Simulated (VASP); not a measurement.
# InAs (sol) (F-43m) in VASP: further runs

Runs on InAs (sol). Level: PBEsol. Tasks: single point.

Program: VASP 6.6.1. These are calculated values, not measurements. Logs are shortened: lines on timing, memory, paths and dates and some standing lists are left out, and cuts for length are marked.

## Step 1: The cell of the first run

The structure is cubic, space group F-43m (No. 216). Conventional cell: a = 6.107 Å, b = 6.107 Å, c = 6.107 Å, α = 90.00°, β = 90.00°, γ = 90.00°. In (site symmetry -43m) has 4 As at 2.64 Å within 3.5 Å. As (site symmetry -43m) has 4 In at 2.64 Å within 3.5 Å.

## Step 2: Single point, PBEsol

File INCAR:

```
SYSTEM = InAs
  PREC = Accurate
  ENCUT = 520
  EDIFF = 1E-7
  ISMEAR = 0
  SIGMA = 0.1
  LREAL = .FALSE.
  LASPH = .TRUE.
  NELM = 100
  ALGO = Normal
  ISIF = 2
  LWAVE = .FALSE.
  LCHARG = .FALSE.
  GGA = PS
  NBANDS = 16
```

File KPOINTS:

```
Automatic mesh
0
G
  6 6 6
  0 0 0
```

File POSCAR:

```
InAs
1.0
    0.0000000000      3.0535616600      3.0535616600
    3.0535616600      0.0000000000      3.0535616600
    3.0535616600      3.0535616600      0.0000000000
In As
1 1
Direct
    0.2500000000      0.2500000000      0.2500000000
    0.0000000000      0.0000000000      0.0000000000
```

Potentials or basis: VASP PAW PBE potentials, release 64 (In_d, As).

Started as:

```bash
$ cat potpaw_PBE.64/In_d/POTCAR potpaw_PBE.64/As/POTCAR > POTCAR
$ mpirun -np 1 vasp_std > vasp.out
```

OUTCAR:

```text
SYSTEM = InAs
   PREC = Accurate
   ENCUT = 520
   EDIFF = 1E-7
   ISMEAR = 0
   LREAL = .FALSE.
   LASPH = .TRUE.
   NELM = 100
   ISIF = 2
   GGA = PS

 ion  position               nearest neighbor table
   1  0.250  0.250  0.250-   2 2.64   2 2.64   2 2.64   2 2.64
   2  0.000  0.000  0.000-   1 2.64   1 2.64   1 2.64   1 2.64

  LATTYP: Found a face centered cubic cell.
 ALAT       =     6.1071233200

  Lattice vectors:

 A1 = (   0.0000000000,   3.0535616600,   3.0535616600)
 A2 = (   3.0535616600,   0.0000000000,   3.0535616600)
 A3 = (   3.0535616600,   3.0535616600,   0.0000000000)

Analysis of symmetry for initial positions (statically):
=====================================================================
 Subroutine PRICEL returns:
 Original cell was already a primitive cell.

 Routine SETGRP: Setting up the symmetry group for a
 face centered cubic supercell.

 Subroutine GETGRP returns: Found 24 space group operations
 (whereof 24 operations were pure point group operations)
 out of a pool of 48 trial point group operations.

The static configuration has the point symmetry T_d .

Analysis of symmetry for dynamics (positions and initial velocities):
=====================================================================
 Subroutine PRICEL returns:
 Original cell was already a primitive cell.

 Routine SETGRP: Setting up the symmetry group for a
 face centered cubic supercell.

 Subroutine GETGRP returns: Found 24 space group operations
 (whereof 24 operations were pure point group operations)
 out of a pool of 48 trial point group operations.

The dynamic configuration has the point symmetry T_d .

 Subroutine INISYM returns: Found 24 space group operations
 (whereof 24 operations are pure point group operations),
 and found     1 'primitive' translations

----------------------------------------------------------------------------------------

                                     Primitive cell

  volume of cell :      56.9443

  direct lattice vectors                    reciprocal lattice vectors
     0.000000000  3.053561660  3.053561660    -0.163743214  0.163743214  0.163743214
     3.053561660  0.000000000  3.053561660     0.163743214 -0.163743214  0.163743214
     3.053561660  3.053561660  0.000000000     0.163743214  0.163743214 -0.163743214

  length of vectors
     4.318388313  4.318388313  4.318388313     0.283611566  0.283611566  0.283611566

  position of ions in fractional coordinates (direct lattice)
     0.250000000  0.250000000  0.250000000
     0.000000000  0.000000000  0.000000000

  ion indices of the primitive-cell ions
   primitive index   ion index
                 1           1
                 2           2

----------------------------------------------------------------------------------------

 KPOINTS: Automatic mesh

Automatic generation of k-mesh.
 Grid dimensions read from file:
 generate k-points for:    6    6    6

 Generating k-lattice:

  Cartesian coordinates                     Fractional coordinates (reciprocal lattice)
    -0.027290536  0.027290536  0.027290536     0.166666667  0.000000000  0.000000000
     0.027290536 -0.027290536  0.027290536     0.000000000  0.166666667  0.000000000
     0.027290536  0.027290536 -0.027290536     0.000000000  0.000000000  0.166666667

  Length of vectors
     0.047268594  0.047268594  0.047268594

  Shift w.r.t. Gamma in fractional coordinates (k-lattice)
     0.000000000  0.000000000  0.000000000

 Subroutine IBZKPT returns following result:
 ===========================================

 Found     16 irreducible k-points:

 Following reciprocal coordinates:
            Coordinates               Weight
  0.000000  0.000000  0.000000      1.000000
  0.166667  0.000000  0.000000      8.000000
  0.333333  0.000000  0.000000      8.000000
  0.500000  0.000000  0.000000      4.000000
  0.166667  0.166667  0.000000      6.000000
  0.333333  0.166667  0.000000     24.000000
[... 8 lines left out ...]
 -0.333333  0.333333  0.166667     24.000000
 -0.333333  0.500000  0.166667     12.000000
   k-points           NKPTS =     16   k-points in BZ     NKDIM =     16   number of bands    NBANDS=     16
   number of dos      NEDOS =    301   number of ions     NIONS =      2
   total plane-waves  NPLWV =  32768
   dimension x,y,z NGX =    32 NGY =   32 NGZ =   32
   dimension x,y,z NGXF=    64 NGYF=   64 NGZF=   64
   ions per type =               1   1
   NGX,Y,Z   is equivalent  to a cutoff of  12.32, 12.32, 12.32 a.u.
   NGXF,Y,Z  is equivalent  to a cutoff of  24.64, 24.64, 24.64 a.u.
 SYSTEM =  InAs
   PREC   = accura    normal or accurate (medium, high low for compatibility)
   ISTART =      0    job   : 0-new  1-cont  2-samecut
   ICHARG =      2    charge: 1-file 2-atom 10-const
   ISPIN  =      1    spin polarized calculation?
   LNONCOLLINEAR =      F non collinear calculations
   LSORBIT =      F    spin-orbit coupling
   LASPH  =      T    aspherical Exc in radial PAW
   ENCUT  =  520.0 eV  38.22 Ry    6.18 a.u.   8.03  8.03  8.03*2*pi/ulx,y,z
   NELM   =    100;   NELMIN=  2; NELMDL= -5     # of ELM steps
   EDIFF  = 0.1E-06   stopping-criterion for ELM
   LREAL  =      F    real-space projection
   EDIFFG = 0.1E-05   stopping-criterion for IOM
   NSW    =      0    number of steps for IOM
   IBRION =     -1    ionic relax: 0-MD 1-quasi-New 2-CG
   NFREE  =      0    steps in history (QN), initial steepest desc. (CG)
   ISIF   =      2    stress and relaxation
   ISYM   =      2    0-nonsym 1-usesym 2-fastsym
   POTIM  = 0.5000    time-step for ionic-motion
   TEBEG  =    0.0;   TEEND  =   0.0 temperature during run
   PSTRESS=    0.0 pullay stress
   NELECT =      18.0000    total number of electrons
   NUPDOWN=      -1.0000    fix difference up-down
   EMIN   =  10.00;   EMAX   =-10.00  energy-range for DOS
   EFERMI =   0.00;   METHOD = LEGACY
   ISMEAR =     0;   SIGMA  =   0.10  broadening in eV -4-tet -1-fermi 0-gaus
   EFERMI_NEDOS =   21; number of points for ismear=-14 and -15
   IALGO  =     38    algorithm
   IMIX   =      4    mixing-type and parameters
     AMIX     =   0.40;   BMIX     =  1.00
     AMIX_MAG =   1.60;   BMIX_MAG =  1.00
  volume/ion in A,a.u.               =      28.47       192.14
  Fermi-wavevector in a.u.,A,eV,Ry     =   1.115190  2.107404 16.920877  1.243649
  Thomas-Fermi vector in A             =   2.251793
   LORBIT       =      0    0 simple, 1 ext, 2 COOP (PROOUT), +10 PAW based schemes
   GGA     = PS    functional components
   LHFCALC =     F    Hartree Fock is set to
   AEXX    =    0.0000 exact exchange contribution
   IVDW    =     0    specifies the selected vdW correction
   LEPSILON=     F    determine dielectric tensor
   LRPA    =     F    only Hartree local field effects (RPA)
 non-spin polarized calculation
 Gauss-broadening in eV      SIGMA  =   0.10
  energy-cutoff  :      520.00
  volume of cell :       56.94
 maximum number of plane-waves:      1544
   NGX = 17   NGY = 17   NGZ = 17

 number of electron      17.9999995 magnetization

 Free energy of the ion-electron system (eV)
  ---------------------------------------------------
  ext. energy  EPLUGINS =         0.00000000
  ---------------------------------------------------
  free energy    TOTEN  =        -8.47130282 eV

  energy without entropy =       -8.47058858  energy(sigma->0) =       -8.47094570

 E-fermi :   4.1163     XC(G=0):  -9.1522

 val. band max:        4.0858068073   @ k =   0.0000   0.0000   0.0000
 cond. band min:       4.8931964499   @ k =   0.5000   0.0000   0.0000
 fundamental gap:      0.8073896426
 Fermi energy:         4.1162650306

 k-point     1 :       0.0000    0.0000    0.0000
  band No.  band energies     occupation
      1     -10.1960      2.00000
      2     -10.1960      2.00000
      3     -10.1960      2.00000
      4     -10.0804      2.00000
      5     -10.0804      2.00000
      6      -7.6158      2.00000
[... 8 lines left out ...]
     15      13.6691      0.00000
     16      13.6691      0.00000

 k-point     2 :       0.1667    0.0000    0.0000
  band No.  band energies     occupation
      1     -10.2267      2.00000
      2     -10.1871      2.00000
      3     -10.1871      2.00000
      4     -10.0805      2.00000
      5     -10.0805      2.00000
      6      -7.3461      2.00000
[... 8 lines left out ...]
     15      12.5796      0.00000
     16      12.5796      0.00000

 k-point     3 :       0.3333    0.0000    0.0000
  band No.  band energies     occupation
      1     -10.2829      2.00000
      2     -10.1725      2.00000
      3     -10.1725      2.00000
      4     -10.0769      2.00000
      5     -10.0769      2.00000
      6      -6.6775      2.00000
[... 8 lines left out ...]
     15      13.0367      0.00000
     16      13.0367      0.00000

 k-point     4 :       0.5000    0.0000    0.0000
  band No.  band energies     occupation
      1     -10.3090      2.00000
      2     -10.1672      2.00000
      3     -10.1672      2.00000
      4     -10.0731      2.00000
      5     -10.0731      2.00000
      6      -6.2202      2.00000
[... 8 lines left out ...]
     15      14.6670      0.00000
     16      14.6670      0.00000
[... 172 lines left out ...]
 k-point    14 :       0.5000    0.3333    0.1667
  band No.  band energies     occupation
      1     -10.3214      2.00000
      2     -10.1558      2.00000
      3     -10.1443      2.00000
      4     -10.0941      2.00000
      5     -10.0700      2.00000
      6      -6.1718      2.00000
[... 8 lines left out ...]
     15      14.4700      0.00000
     16      15.7980      0.00000

 k-point    15 :      -0.3333    0.3333    0.1667
  band No.  band energies     occupation
      1     -10.3330      2.00000
      2     -10.1554      2.00000
      3     -10.1367      2.00000
      4     -10.0904      2.00000
      5     -10.0734      2.00000
      6      -5.8221      2.00000
[... 8 lines left out ...]
     15      14.7154      0.00000
     16      15.6563      0.00000

 k-point    16 :      -0.3333    0.5000    0.1667
  band No.  band energies     occupation
      1     -10.3483      2.00000
      2     -10.1431      2.00000
      3     -10.1270      2.00000
      4     -10.1005      2.00000
      5     -10.0680      2.00000
      6      -5.6708      2.00000
[... 8 lines left out ...]
     15      15.5108      0.00000
     16      15.6988      0.00000

------------------------ aborting loop because EDIFF is reached ----------------------------------------

  FORCE on cell =-STRESS in cart. coord.  units (eV):
  Direction    XX          YY          ZZ          XY          YZ          ZX
  --------------------------------------------------------------------------------------
  -------------------------------------------------------------------------------------
  Total       -0.1377761     -0.1377761     -0.1377761      0.0000000      0.0000000     -0.0000000
  in kB       -3.8764505     -3.8764505     -3.8764505      0.0000000      0.0000000     -0.0000000
  external PRESSURE =      -3.8764505 kB  Pullay stress =       0.0000000 kB

 VOLUME and BASIS-vectors are now :
 -----------------------------------------------------------------------------
  energy-cutoff  :      520.00
  volume of cell :       56.94
      direct lattice vectors                 reciprocal lattice vectors
     0.000000000  3.053561660  3.053561660    -0.163743214  0.163743214  0.163743214
     3.053561660  0.000000000  3.053561660     0.163743214 -0.163743214  0.163743214
     3.053561660  3.053561660  0.000000000     0.163743214  0.163743214 -0.163743214

 POSITION                                       TOTAL-FORCE (eV/Angst)
 -----------------------------------------------------------------------------------
      1.52678      1.52678      1.52678         0.000000      0.000000      0.000000
      0.00000      0.00000      0.00000        -0.000000     -0.000000     -0.000000
 -----------------------------------------------------------------------------------
    total drift:                                0.000000      0.000000     -0.000000

  FREE ENERGIE OF THE ION-ELECTRON SYSTEM (eV)
  ---------------------------------------------------
  free  energy   TOTEN  =        -8.4713028154 eV

  energy  without entropy=       -8.4705885805  energy(sigma->0) =       -8.47094570
```

Run time: 6.9 s. Hardware: 1 thread of Intel Xeon 6975P-C (Granite Rapids), shared host; peak memory 0.18 GiB.

Results:

* Free energy: -8.4713 eV
* Pressure: -0.4 GPa
* Band gap on the k mesh: zero (filled and empty bands touch)

Levels at points of the mesh, in eV from the Fermi level:
```
           k point  band 7  band 8  band 9  band 10  band 11  band 12
(0.00, 0.00, 0.00)   -0.47   -0.03   -0.03    -0.03     3.81     3.81
(0.50, 0.00, 0.00)   -5.70   -0.99   -0.99     0.78     4.57     4.57
(0.50, 0.50, 0.00)   -5.79   -2.28   -2.28     1.45     1.94     8.86
```

Caveat: the PAW data sets were made with another functional, which shifts forces and pressure a little; spin-orbit coupling is left out, which moves the levels of the heavy elements.

## Step 3: Single point, PBEsol

This run uses another cell than the first one, of 28.20 Å³/atom, 0.990 times its volume.

File INCAR:

```
SYSTEM = InAs
PREC = Accurate
ENCUT = 520
EDIFF = 1E-6
ISMEAR = 0
SIGMA = 0.1
LREAL = .False.
LASPH = .True.
NELM = 60
ALGO = Normal
ISIF = 2
LWAVE = .False.
LCHARG = .True.
GGA = PS
LELF = .True.
LVHAR = .True.
NBANDS = 16
```

File KPOINTS:

```
regular mesh
0
Gamma
  12 12 12
  0 0 0
```

File POSCAR:

```
InAs
1.0
    0.0000000000      3.0437950975      3.0437950975
    3.0437950975      0.0000000000      3.0437950975
    3.0437950975      3.0437950975      0.0000000000
In As
1 1
Direct
    0.2500000000      0.2500000000      0.2500000000
    0.0000000000      0.0000000000      0.0000000000
```

Potentials or basis: VASP PAW PBE potentials, release 64 (In_d, As).

Started as:

```bash
$ cat potpaw_PBE.64/In_d/POTCAR potpaw_PBE.64/As/POTCAR > POTCAR
$ mpirun -np 1 vasp_std > vasp.out
```

Wall time 22 s (1 thread of Intel Xeon 6975P-C (Granite Rapids), shared host); peak memory 0.21 GiB.

It converged, with:

```
Free energy            : -8.4907 eV
Pressure               : 0.1 GPa
Band gap on the k mesh : zero (filled and empty bands touch)
```

Levels at points of the mesh, in eV from the Fermi level:
| k point | band 5 | band 6 | band 7 | band 8 | band 9 | band 10 | band 11 | band 12 | band 13 | band 14 |
| --- | --- | --- | --- | --- | --- | --- | --- | --- | --- | --- |
| (0.00, 0.00, 0.00) | -14.23 | -11.82 | -0.44 | -0.06 | -0.06 | -0.06 | 3.79 | 3.79 | 3.79 | 7.20 |
| (0.50, 0.00, 0.00) | -14.22 | -10.40 | -5.77 | -1.03 | -1.03 | 0.77 | 4.55 | 4.55 | 6.63 | 8.74 |
| (0.50, 0.50, 0.00) | -14.21 | -9.87 | -5.86 | -2.34 | -2.34 | 1.41 | 1.92 | 8.89 | 9.02 | 9.02 |

Caveat: the PAW data sets were made with another functional, which shifts forces and pressure a little; spin-orbit coupling is left out, which moves the levels of the heavy elements.

[end of part 1 of 2]
